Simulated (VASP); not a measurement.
# ZnS: single point with PBE

Crystal: ZnS.

```
Zn S
1.0
     3.33507    0.00000    0.00000
     0.00000    3.33507    0.00000
     0.00000    0.00000    2.92637
Zn S
1 1
Cartesian
  1.6675 1.6675 1.4632
  0.0000 0.0000 0.0000
```

* Program: VASP 6.6.1
* Task: single point
* Functional: PBE
* Potentials or basis: VASP PAW PBE potentials, release 64 (Zn, S)
* Cutoff: 520 eV
* k mesh: 6 × 6 × 6
* Occupations: gaussian, width 0.1 eV
* Spin: no spin polarisation
* Dipole correction: no
* Further INCAR settings: ALGO = Normal; EDIFF = 1e-06; NBANDS = 16

```
Pressure               : 0.1 GPa
Band gap on the k mesh : zero (band 9 reaches 5.90 eV, above the bottom of band 10 at 3.87 eV)
```

Levels at points of the mesh, in eV from the Fermi level:
```
           k point  band 5  band 6  band 7  band 8  band 9  band 10  band 11  band 12  band 13  band 14
(0.00, 0.00, 0.00)   -6.89   -6.89   -2.20   -2.20   -1.20     0.09     5.39     7.02    11.12    11.12
(0.50, 0.00, 0.00)   -7.01   -6.88   -6.48   -0.79    0.95     3.56     4.33     5.67     8.03     9.29
(0.50, 0.50, 0.00)   -6.83   -6.68   -5.65   -5.65   -2.72     1.18     9.29     9.29     9.69    12.73
(0.00, 0.00, 0.50)   -7.16   -6.92   -6.05   -0.30   -0.30     2.76     4.03     6.40     6.40     7.59
(0.50, 0.00, 0.50)   -6.79   -6.76   -5.69   -4.96   -1.40    -0.12     6.97     7.92     8.67     9.92
(0.50, 0.50, 0.50)   -6.81   -6.73   -3.55   -2.47   -2.47     0.83     1.33     1.33     2.17    17.78
```

Wall time 10 s on 1 thread of Intel Xeon 6975P-C, with other jobs on the host, peak memory 0.16 GiB.
